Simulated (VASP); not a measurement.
Here is a VASP 6.6.1 calculation.

Contents of INCAR:

```
PREC     = Accurate       # precision mode
ENCUT    = 520            # plane-wave cutoff, eV
EDIFF    = 1E-7           # SCF threshold, eV
ISMEAR   = 0              # smearing method
SIGMA    = 0.05           # smearing width, eV
LREAL    = False          # projectors in reciprocal space
LASPH    = True           # aspherical terms in the spheres
NELM     = 100            # most SCF steps
ALGO     = Normal         # electronic algorithm
ISIF     = 2              # what is computed and relaxed
LWAVE    = False          # write WAVECAR
LCHARG   = True           # write CHGCAR
GGA      = PE             # functional
LELF     = True           # ELF
LVHAR    = True         
NBANDS   = 12             # bands
```

The input KPOINTS:

```
Automatic mesh
0
Gamma
  10 10 10
```

Contents of POSCAR:

```
LiF
1.0
    0.0000000000      1.9837900000      2.0140000000
    2.0140000000      0.0000000000      2.0140000000
    2.0140000000      1.9837900000      0.0000000000
Li F
1 1
Direct
    0.0000000000      0.0000000000      0.0000000000
    0.5000000000      0.5000000000      0.5000000000
```

Potentials or basis: VASP PAW PBE potentials, release 64 (Li_sv, F).

Launch:

```sh
$ cat potpaw_PBE.64/Li_sv/POTCAR potpaw_PBE.64/F/POTCAR > POTCAR
$ mpirun -np 1 vasp_std > vasp.out
```

Predict the band gap on the k mesh.

9.22 eV, direct.

Caveat: the cell differs from its parent crystal (strain -0.0150 x Voigt [0, 1, 0, 0, 0, 0]). A k mesh can miss the band edges.
